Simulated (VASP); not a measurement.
Write the native input for VASP 6.6.1 that does the following.

```
Task                   : single point
Functional             : PBE
Potentials or basis    : VASP PAW PBE potentials, release 64 (B, N)
Cutoff                 : 520 eV
k mesh                 : 6 × 6 × 4
Occupations            : gaussian, width 0.1 eV
Spin                   : no spin polarisation
Dipole correction      : no
Further INCAR settings : ALGO = Normal; EDIFF = 1e-06; NBANDS = 18
```

The structure of B3N2 lies in POSCAR:

```
B3N2
1.0
    3.5825574500      0.0000000000      0.0000000000
   -1.7912787300      3.1025857600      0.0000000000
    0.0000000000      0.0000000000      4.1200296700
B N
3 2
Direct
    0.5340607000      0.4659393000      0.9258215200
    0.5340607000      0.0681214000      0.9258215200
    0.9318786000      0.4659393000      0.9258215200
    0.3333333300      0.6666666700      0.2208499200
    0.0000000000      0.0000000000      0.7776070600
```

The cell was built from a structure type or drawn by symmetry, and may not be a known phase.

One way to write it, as run:

INCAR

```
  ALGO = Normal
  EDIFF = 1E-6
  ENCUT = 520
  GGA = PE
  ISIF = 2
  ISMEAR = 0
  LASPH = T
  LCHARG = F
  LREAL = F
  LWAVE = F
  NBANDS = 18
  NELM = 80
  PREC = Accurate
  SIGMA = 0.1
```

KPOINTS

```
k-points
0
Gamma
  6 6 4
```

Potentials or basis: VASP PAW PBE potentials, release 64 (B, N).

Run with:

```console
$ cat potpaw_PBE.64/B/POTCAR potpaw_PBE.64/N/POTCAR > POTCAR
$ mpirun -np 1 vasp_std > vasp.out
```

It gave:

- Pressure: 9.2 GPa
- Largest force: 13.481 eV/Å
- Band gap on the k mesh: zero (an odd number of electrons rules out a gap without spin polarisation)

Caveat: the k points lie up to 0.38 Å⁻¹ apart, too coarse for converged energies and pressures of a metal; forces of over 1 eV/Å act on the atoms, so gaps and moduli don't describe the material at rest.

Run time: 8 s on 1 thread of Intel(R) Xeon(R) 6975P-C (Granite Rapids), on a shared host, peak memory 0.15 GiB.
